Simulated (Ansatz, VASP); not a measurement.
# ZnS: VASP beside Ansatz

```
Zn S
1.0
     0.00000    2.69368    2.69368
     2.69368    0.00000    2.69368
     2.69368    2.69368    0.00000
Zn S
1 1
Cartesian
  0.0000 0.0000 0.0000
  4.0405 4.0405 4.0405
```

Alike in both runs: task single point; functional HSE06; k mesh 6 × 6 × 6; occupations gaussian, width 0.1 eV; no spin polarisation.

```csv
,VASP,Ansatz
version,VASP 6.6.1,Ansatz 0.2.0
potentials or method,"VASP PAW PBE potentials, release 64 (Zn, S), cutoff 520 eV","scalar-relativistic, plane waves, PAW"
valence electrons in the cell,18,18
```

Ansatz gave:

- gap on the k mesh at the Fermi level (eV): 3.38
- least direct gap on the mesh (eV): 3.38
- pressure (GPa): 1.7

Question: Estimate VASP's values.

Answer: gap on the k mesh at the Fermi level (eV): 3.37; least direct gap on the mesh (eV): 3.37; pressure (GPa): 1.7.

Ansatz's warnings: stress exchange threshold loose, stress scf threshold loose.
